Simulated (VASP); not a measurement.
# C: single point with LDA

Crystal: C.

```
C
1.0
     1.22186   -2.11482    0.00000
     1.22186    2.11482    0.00000
     0.00000    0.00000    6.54249
C
4
Direct
  0.08329 0.91671 0.75000
  0.58329 0.41671 0.25000
  0.91671 0.08329 0.25000
  0.41671 0.58329 0.75000
```

* Program: VASP 6.6.1
* Task: single point
* Functional: LDA
* Potentials or basis: VASP PAW LDA potentials, release 64 (C)
* Cutoff: 520 eV
* k mesh: 18 × 18 × 6
* Occupations: gaussian, width 0.1 eV
* Spin: no spin polarisation
* Dipole correction: no
* Further INCAR settings: ALGO = Normal; EDIFF = 1e-06; NBANDS = 16

- Pressure: 1.8 GPa
- Band gap on the k mesh: zero (filled and empty bands touch)

Stress tensor (GPa, compression positive):
```
2.31 0.00 0.00
0.00 2.29 0.00
0.00 0.00 0.85
```

Levels at points of the mesh, in eV from the Fermi level:
| k point | band 5 | band 6 | band 7 | band 8 | band 9 | band 10 | band 11 | band 12 |
| --- | --- | --- | --- | --- | --- | --- | --- | --- |
| (0.00, 0.00, 0.00) | -3.00 | -2.97 | -2.96 | -2.96 | 4.02 | 8.43 | 8.47 | 8.52 |
| (0.50, 0.00, 0.00) | -6.43 | -6.43 | -2.54 | -2.54 | 1.91 | 1.91 | 7.77 | 7.77 |
| (0.50, 0.50, 0.00) | -6.48 | -6.41 | -3.19 | -1.49 | 0.78 | 2.61 | 7.50 | 8.00 |
| (0.00, 0.00, 0.50) | -2.98 | -2.98 | -2.97 | -2.97 | 6.89 | 6.89 | 8.49 | 8.49 |
| (0.50, 0.00, 0.50) | -6.43 | -6.43 | -2.41 | -2.41 | 1.59 | 1.59 | 7.77 | 7.77 |
| (0.50, 0.50, 0.50) | -6.44 | -6.44 | -2.41 | -2.41 | 1.61 | 1.61 | 7.74 | 7.74 |

Run time: 96 s on 1 thread of Intel(R) Xeon(R) Platinum 8488C (Sapphire Rapids), with other jobs on the host, peak memory 0.23 GiB.
